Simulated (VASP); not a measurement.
# PbO2 (Fm-3m) in VASP: further runs

Aim: see how the results for PbO2 move with the level of theory and the settings. Levels: BLYP+D4, LDA. Tasks: single point.

All numbers are computed with VASP 6.6.1; they aren't measurements. Logs are shortened: lines on timing, memory, paths and dates and some standing lists are left out, and cuts for length are marked.

## (1) The cell of the first run

It takes space group Fm-3m (No. 225, cubic). Conventional cell: a = 5.440 Å, b = 5.440 Å, c = 5.440 Å, α = 90.00°, β = 90.00°, γ = 90.00°. Pb (site symmetry m-3m) has 8 O at 2.36 Å within 3.1 Å. Within 3.1 Å of O (site symmetry -43m) lie 4 Pb at 2.36 Å and 6 O at 2.72 Å.

## (2) Single point, BLYP+D4

The input, INCAR:

```
SYSTEM = PbO2
PREC     = Accurate       ! precision mode
ENCUT    = 520            ! plane-wave cutoff, eV
EDIFF    = 1E-6           ! SCF threshold, eV
ISMEAR   = -1             ! smearing method
SIGMA    = 0.025          ! smearing width, eV
LREAL    = .False.        ! projectors in reciprocal space
LASPH    = .True.         ! aspherical terms in the spheres
NELM     = 100            ! most SCF steps
ALGO     = Normal         ! electronic algorithm
ISIF     = 2              ! what is computed and relaxed
LWAVE    = .False.        ! write WAVECAR
LCHARG   = .True.         ! write CHGCAR
GGA      = B5             ! functional
ALDAX    = 1.0          
AGGAX    = 1.0          
AGGAC    = 1.0          
ALDAC    = 0.0          
IVDW     = 13             ! dispersion correction
VDW_S6   = 1.0          
VDW_S8   = 2.34076671   
VDW_A1   = 0.44488865   
VDW_A2   = 4.0933009    
LELF     = .True.         ! ELF
LVHAR    = .True.       
NBANDS   = 20             ! bands
```

The input, KPOINTS:

```
regular mesh
0
Gamma
  9 9 9
  0 0 0
```

The input, POSCAR:

```
PbO2
1.0
    0.0000000000      2.7198865082      2.7198865082
    2.7198865082      0.0000000000      2.7198865082
    2.7198865082      2.7198865082      0.0000000000
Pb O
1 2
Direct
    0.0000000000      0.0000000000      0.0000000000
    0.7500000000      0.7500000000      0.7500000000
    0.2500000000      0.2500000000      0.2500000000
```

Potentials or basis: VASP PAW PBE potentials, release 64 (Pb_d, O).

The run is started by

```sh
$ cat potpaw_PBE.64/Pb_d/POTCAR potpaw_PBE.64/O/POTCAR > POTCAR
$ mpirun -np 1 vasp_std > vasp.out
```

OUTCAR:

```text
SYSTEM = PbO2
   PREC = Accurate
   ENCUT = 520
   EDIFF = 1E-6
   ISMEAR = -1
   LREAL = .False.
   LASPH = .True.
   NELM = 100
   ISIF = 2
   GGA = B5
   IVDW = 13

 ion  position               nearest neighbor table
   1  0.000  0.000  0.000-   2 2.36   2 2.36   2 2.36   2 2.36   3 2.36   3 2.36   3 2.36   3 2.36

   2  0.750  0.750  0.750-   1 2.36   1 2.36   1 2.36   1 2.36
   3  0.250  0.250  0.250-   1 2.36   1 2.36   1 2.36   1 2.36

  LATTYP: Found a face centered cubic cell.
 ALAT       =     5.4397730164

  Lattice vectors:

 A1 = (   0.0000000000,   2.7198865082,   2.7198865082)
 A2 = (   2.7198865082,   0.0000000000,   2.7198865082)
 A3 = (   2.7198865082,   2.7198865082,   0.0000000000)

Analysis of symmetry for initial positions (statically):
=====================================================================
 Subroutine PRICEL returns:
 Original cell was already a primitive cell.

 Routine SETGRP: Setting up the symmetry group for a
 face centered cubic supercell.

 Subroutine GETGRP returns: Found 48 space group operations
 (whereof 48 operations were pure point group operations)
 out of a pool of 48 trial point group operations.

The static configuration has the point symmetry O_h .

Analysis of symmetry for dynamics (positions and initial velocities):
=====================================================================
 Subroutine PRICEL returns:
 Original cell was already a primitive cell.

 Routine SETGRP: Setting up the symmetry group for a
 face centered cubic supercell.

 Subroutine GETGRP returns: Found 48 space group operations
 (whereof 48 operations were pure point group operations)
 out of a pool of 48 trial point group operations.

The dynamic configuration has the point symmetry O_h .

 Subroutine INISYM returns: Found 48 space group operations
 (whereof 48 operations are pure point group operations),
 and found     1 'primitive' translations

----------------------------------------------------------------------------------------

                                     Primitive cell

  volume of cell :      40.2423

  direct lattice vectors                    reciprocal lattice vectors
     0.000000000  2.719886508  2.719886508    -0.183831200  0.183831200  0.183831200
     2.719886508  0.000000000  2.719886508     0.183831200 -0.183831200  0.183831200
     2.719886508  2.719886508  0.000000000     0.183831200  0.183831200 -0.183831200

  length of vectors
     3.846500388  3.846500388  3.846500388     0.318404978  0.318404978  0.318404978

  position of ions in fractional coordinates (direct lattice)
     0.000000000  0.000000000  0.000000000
     0.750000000  0.750000000  0.750000000
     0.250000000  0.250000000  0.250000000

  ion indices of the primitive-cell ions
   primitive index   ion index
                 1           1
                 2           2
                 3           3

----------------------------------------------------------------------------------------

 KPOINTS: regular mesh

Automatic generation of k-mesh.
 Grid dimensions read from file:
 generate k-points for:    9    9    9

 Generating k-lattice:

  Cartesian coordinates                     Fractional coordinates (reciprocal lattice)
    -0.020425689  0.020425689  0.020425689     0.111111111  0.000000000  0.000000000
     0.020425689 -0.020425689  0.020425689     0.000000000  0.111111111  0.000000000
     0.020425689  0.020425689 -0.020425689     0.000000000  0.000000000  0.111111111

  Length of vectors
     0.035378331  0.035378331  0.035378331

  Shift w.r.t. Gamma in fractional coordinates (k-lattice)
     0.000000000  0.000000000  0.000000000

 Subroutine IBZKPT returns following result:
 ===========================================

 Found     35 irreducible k-points:

 Following reciprocal coordinates:
            Coordinates               Weight
  0.000000  0.000000  0.000000      1.000000
  0.111111  0.000000  0.000000      8.000000
  0.222222  0.000000  0.000000      8.000000
  0.333333  0.000000  0.000000      8.000000
  0.444444  0.000000  0.000000      8.000000
  0.111111  0.111111  0.000000      6.000000
[... 16 lines left out ...]
 -0.333333  0.333333  0.000000     12.000000
  0.444444  0.444444  0.000000      6.000000
 [... further k-points ...]
   k-points           NKPTS =     35   k-points in BZ     NKDIM =     35   number of bands    NBANDS=     20
   number of dos      NEDOS =    301   number of ions     NIONS =      3
   total plane-waves  NPLWV =  27000
   dimension x,y,z NGX =    30 NGY =   30 NGZ =   30
   dimension x,y,z NGXF=    60 NGYF=   60 NGZF=   60
   ions per type =               1   2
   NGX,Y,Z   is equivalent  to a cutoff of  12.97, 12.97, 12.97 a.u.
   NGXF,Y,Z  is equivalent  to a cutoff of  25.93, 25.93, 25.93 a.u.
 SYSTEM =  PbO2
   PREC   = accura    normal or accurate (medium, high low for compatibility)
   ISTART =      0    job   : 0-new  1-cont  2-samecut
   ICHARG =      2    charge: 1-file 2-atom 10-const
   ISPIN  =      1    spin polarized calculation?
   LNONCOLLINEAR =      F non collinear calculations
   LSORBIT =      F    spin-orbit coupling
   LASPH  =      T    aspherical Exc in radial PAW
   ENCUT  =  520.0 eV  38.22 Ry    6.18 a.u.   7.15  7.15  7.15*2*pi/ulx,y,z
   NELM   =    100;   NELMIN=  2; NELMDL= -5     # of ELM steps
   EDIFF  = 0.1E-05   stopping-criterion for ELM
   LREAL  =      F    real-space projection
   EDIFFG = 0.1E-04   stopping-criterion for IOM
   NSW    =      0    number of steps for IOM
   IBRION =     -1    ionic relax: 0-MD 1-quasi-New 2-CG
   NFREE  =      0    steps in history (QN), initial steepest desc. (CG)
   ISIF   =      2    stress and relaxation
   ISYM   =      2    0-nonsym 1-usesym 2-fastsym
   POTIM  = 0.5000    time-step for ionic-motion
   TEBEG  =    0.0;   TEEND  =   0.0 temperature during run
   PSTRESS=    0.0 pullay stress
   NELECT =      26.0000    total number of electrons
   NUPDOWN=      -1.0000    fix difference up-down
   EMIN   =  10.00;   EMAX   =-10.00  energy-range for DOS
   EFERMI =   0.00;   METHOD = LEGACY
   ISMEAR =    -1;   SIGMA  =   0.03  broadening in eV -4-tet -1-fermi 0-gaus
   EFERMI_NEDOS =   21; number of points for ismear=-14 and -15
   IALGO  =     38    algorithm
   IMIX   =      4    mixing-type and parameters
     AMIX     =   0.40;   BMIX     =  1.00
     AMIX_MAG =   1.60;   BMIX_MAG =  1.00
  volume/ion in A,a.u.               =      13.41        90.52
  Fermi-wavevector in a.u.,A,eV,Ry     =   1.415267  2.674468 27.252222  2.002982
  Thomas-Fermi vector in A             =   2.536724
   LORBIT       =      0    0 simple, 1 ext, 2 COOP (PROOUT), +10 PAW based schemes
   GGA     = B5    functional components
   LHFCALC =     F    Hartree Fock is set to
   AEXX    =    0.0000 exact exchange contribution
   IVDW    =    13    specifies the selected vdW correction
   LEPSILON=     F    determine dielectric tensor
   LRPA    =     F    only Hartree local field effects (RPA)
 non-spin polarized calculation
  energy-cutoff  :      520.00
  volume of cell :       40.24
 maximum number of plane-waves:      1094
 NGX is ok and might be reduce to    30
   NGX = 15   NGY = 15   NGZ = 15

 number of electron      25.9999993 magnetization

 Free energy of the ion-electron system (eV)
  ---------------------------------------------------
  ext. energy  EPLUGINS =         0.00000000
  ---------------------------------------------------
  free energy    TOTEN  =       -14.48402915 eV

  energy without entropy =      -14.48168431  energy(sigma->0) =      -14.48285673

 E-fermi :   5.6762     XC(G=0): -10.5582

 val. band max:        5.6648442828   @ k =  -0.3333   0.4444   0.2222
 cond. band min:       6.1704198848   @ k =  -0.1111   0.1111   0.0000
 fundamental gap:      0.5055756020
 Fermi energy:         5.6762194820

 k-point     1 :       0.0000    0.0000    0.0000
  band No.  band energies     occupation
      1     -12.5196      2.00000
      2      -9.8701      2.00000
      3      -9.8701      2.00000
      4      -9.8701      2.00000
      5      -9.8427      2.00000
      6      -9.6525      2.00000
[... 12 lines left out ...]
     19      21.4720      0.00000
     20      21.4720      0.00000

 k-point     2 :       0.1111    0.0000    0.0000
  band No.  band energies     occupation
      1     -12.4251      2.00000
      2     -10.4311      2.00000
      3      -9.8566      2.00000
      4      -9.8566      2.00000
      5      -9.6534      2.00000
      6      -9.6534      2.00000
[... 12 lines left out ...]
     19      21.3414      0.00000
     20      21.3414      0.00000

 k-point     3 :       0.2222    0.0000    0.0000
  band No.  band energies     occupation
      1     -12.1877      2.00000
      2     -10.8762      2.00000
      3      -9.8279      2.00000
      4      -9.8279      2.00000
      5      -9.6495      2.00000
      6      -9.6495      2.00000
[... 12 lines left out ...]
     19      21.1065      0.00000
     20      21.1065      0.00000

 k-point     4 :       0.3333    0.0000    0.0000
  band No.  band energies     occupation
      1     -11.9833      2.00000
      2     -11.0457      2.00000
      3      -9.8087      2.00000
      4      -9.8087      2.00000
      5      -9.6306      2.00000
      6      -9.6306      2.00000
[... 12 lines left out ...]
     19      20.9374      0.00000
     20      20.9374      0.00000

 k-point     5 :       0.4444    0.0000    0.0000
  band No.  band energies     occupation
      1     -11.9556      2.00000
      2     -10.9482      2.00000
      3      -9.8042      2.00000
      4      -9.8042      2.00000
      5      -9.6096      2.00000
      6      -9.6096      2.00000
[... 12 lines left out ...]
     19      20.8554      0.00000
     20      20.8554      0.00000
[... 353 lines left out ...]
      6      -9.5697      2.00000
[... 12 lines left out ...]
     19      22.0923      0.00000
     20      23.3136      0.00000

 k-point    22 :      -0.4444    0.3333    0.0000
  band No.  band energies     occupation
      1     -11.7173      2.00000
      2     -11.3818      2.00000
      3      -9.7331      2.00000
      4      -9.6749      2.00000
      5      -9.6120      2.00000
      6      -9.2608      2.00000
[... 12 lines left out ...]
     19      22.1331      0.00000
     20      22.9704      0.00000

 k-point    23 :      -0.3333    0.3333    0.0000
  band No.  band energies     occupation
      1     -11.6811      2.00000
      2     -11.4500      2.00000
      3      -9.7098      2.00000
      4      -9.6901      2.00000
      5      -9.6404      2.00000
      6      -8.8994      2.00000
[... 12 lines left out ...]
     19      21.3667      0.00000
     20      23.5187      0.00000

 k-point    24 :       0.4444    0.4444    0.0000
  band No.  band energies     occupation
      1     -11.7773      2.00000
      2     -11.2358      2.00000
      3      -9.7599      2.00000
      4      -9.6454      2.00000
      5      -9.6454      2.00000
      6      -9.5948      2.00000
[... 12 lines left out ...]
     19      22.1201      0.00000
     20      22.7462      0.00000

 [... further k-points ...]

------------------------ aborting loop because EDIFF is reached ----------------------------------------

  DFT-D4 for vdW energy calculation

  Edisp (eV):   -1.50065

  FORCE on cell =-STRESS in cart. coord.  units (eV):
  Direction    XX          YY          ZZ          XY          YZ          ZX
  --------------------------------------------------------------------------------------
  -------------------------------------------------------------------------------------
  Total      -0.42075    -0.42075    -0.42075     0.00000     0.00000    -0.00000
  in kB     -16.75165   -16.75165   -16.75165     0.00000     0.00000    -0.00000
  external pressure =      -16.75 kB  Pullay stress =        0.00 kB

 VOLUME and BASIS-vectors are now :
 -----------------------------------------------------------------------------
  energy-cutoff  :      520.00
  volume of cell :       40.24
      direct lattice vectors                 reciprocal lattice vectors
     0.000000000  2.719886508  2.719886508    -0.183831200  0.183831200  0.183831200
     2.719886508  0.000000000  2.719886508     0.183831200 -0.183831200  0.183831200
     2.719886508  2.719886508  0.000000000     0.183831200  0.183831200 -0.183831200

 POSITION                                       TOTAL-FORCE (eV/Angst)
 -----------------------------------------------------------------------------------
      0.00000      0.00000      0.00000        -0.000000      0.000000     -0.000000
      4.07983      4.07983      4.07983         0.000000      0.000000     -0.000000
      1.35994      1.35994      1.35994        -0.000000     -0.000000      0.000000
 -----------------------------------------------------------------------------------
    total drift:                                0.000000     -0.000000      0.000000

  FREE ENERGIE OF THE ION-ELECTRON SYSTEM (eV)
  ---------------------------------------------------
  free  energy   TOTEN  =       -15.9846841393 eV

  energy  without entropy=      -15.9823392988  energy(sigma->0) =      -15.98351172
```

It took 87 s on 1 thread of AMD EPYC 7R13, shared host; peak memory 0.15 GiB.

What came out:

| Item | Value |
| --- | --- |
| Free energy | -15.9847 eV |
| Pressure | -1.7 GPa |
| Band gap on the k mesh | zero (band 13 reaches 5.66 eV, above the bottom of band 14 at 4.57 eV) |
| Dispersion energy per atom | -0.500 eV |

Caveat: the PAW data sets were made with another functional, which shifts forces and pressure a little; spin-orbit coupling is left out, which moves the levels of the heavy elements; pairwise dispersion overbinds metals, which lowers pressure and volume.

## (3) Single point, BLYP+D4

This run uses another cell than the first one, of 13.68 Å³/atom, 1.020 times its volume.

The input, INCAR:

```
SYSTEM = PbO2
PREC = Accurate
ENCUT = 520
EDIFF = 1E-6
ISMEAR = -1
SIGMA = 0.025
LREAL = .FALSE.
LASPH = .TRUE.
NELM = 100
ALGO = Normal
ISIF = 2
LWAVE = .FALSE.
LCHARG = .TRUE.
GGA = B5
ALDAX = 1.0
AGGAX = 1.0
AGGAC = 1.0
ALDAC = 0.0
IVDW = 13
VDW_S6 = 1.0
VDW_S8 = 2.34076671
VDW_A1 = 0.44488865
VDW_A2 = 4.0933009
LELF = .TRUE.
LVHAR = .TRUE.
NBANDS = 20
```

The input, KPOINTS:

```
Automatic mesh
0
G
  9 9 9
  0 0 0
```

The input, POSCAR:

```
PbO2
1.0
    0.0000000000      2.7375486038      2.7375486038
    2.7375486038      0.0000000000      2.7375486038
    2.7375486038      2.7375486038      0.0000000000
Pb O
1 2
Direct
    0.0000000000      0.0000000000      0.0000000000
    0.7500000000      0.7500000000      0.7500000000
    0.2500000000      0.2500000000      0.2500000000
```

Potentials or basis: VASP PAW PBE potentials, release 64 (Pb_d, O).

The run is started by

```sh
$ cat potpaw_PBE.64/Pb_d/POTCAR potpaw_PBE.64/O/POTCAR > POTCAR
$ mpirun -np 1 vasp_std > vasp.out
```

Run time: 87 s. Hardware: 1 thread of AMD EPYC 7R13, shared host; peak memory 0.15 GiB.

It converged, with:

* Free energy: -15.9725 eV
* Pressure: -3.9 GPa
* Band gap on the k mesh: zero (band 13 reaches 5.42 eV, above the bottom of band 14 at 4.36 eV)
* Dispersion energy per atom: -0.491 eV

Levels at points of the mesh, in eV from the Fermi level:
| k point | band 11 | band 12 | band 13 | band 14 | band 15 | band 16 |
| --- | --- | --- | --- | --- | --- | --- |
| (0.00, 0.00, 0.00) | -1.81 | -1.07 | -1.07 | -1.07 | 7.00 | 7.00 |

Caveat: the PAW data sets were made with another functional, which shifts forces and pressure a little; spin-orbit coupling is left out, which moves the levels of the heavy elements; pairwise dispersion overbinds metals, which lowers pressure and volume.

## (4) Single point, BLYP+D4

This run uses another cell than the first one, of 13.94 Å³/atom, 1.039 times its volume.

The input, INCAR:

```
AGGAC = 1.0
AGGAX = 1.0
ALDAC = 0.0
ALDAX = 1.0
ALGO = Normal
EDIFF = 1E-6
ENCUT = 520
GGA = B5
ISIF = 2
ISMEAR = -1
IVDW = 13
LASPH = True
LCHARG = True
LELF = True
LREAL = False
LVHAR = True
LWAVE = False
NBANDS = 20
NELM = 80
PREC = Accurate
SIGMA = 0.025
VDW_A1 = 0.44488865
VDW_A2 = 4.0933009
VDW_S6 = 1.0
VDW_S8 = 2.34076671
```

The input, KPOINTS:

```
k-points
0
Gamma
  9 9 9
```

The input, POSCAR:

```
PbO2
1.0
    0.0000000000      2.7549856893      2.7549856893
    2.7549856893      0.0000000000      2.7549856893
    2.7549856893      2.7549856893      0.0000000000
Pb O
1 2
Direct
    0.0000000000      0.0000000000      0.0000000000
    0.7500000000      0.7500000000      0.7500000000
    0.2500000000      0.2500000000      0.2500000000
```

The run is started by

```sh
$ cat potpaw_PBE.64/Pb_d/POTCAR potpaw_PBE.64/O/POTCAR > POTCAR
$ mpirun -np 1 vasp_std > vasp.out
```

It took 98 s on 1 thread of AMD EPYC 7R13, shared host; peak memory 0.15 GiB.

It converged, with:

- Free energy: -15.9498 eV
- Pressure: -5.8 GPa
- Band gap on the k mesh: zero (band 13 reaches 5.19 eV, above the bottom of band 14 at 4.16 eV)
- Dispersion energy per atom: -0.483 eV

Levels at points of the mesh, in eV from the Fermi level:
| k point | band 11 | band 12 | band 13 | band 14 | band 15 | band 16 |
| --- | --- | --- | --- | --- | --- | --- |
| (0.00, 0.00, 0.00) | -1.78 | -1.04 | -1.04 | -1.04 | 6.93 | 6.93 |

Caveat: the PAW data sets were made with another functional, which shifts forces and pressure a little; spin-orbit coupling is left out, which moves the levels of the heavy elements; pairwise dispersion overbinds metals, which lowers pressure and volume.

[end of part 1 of 2]
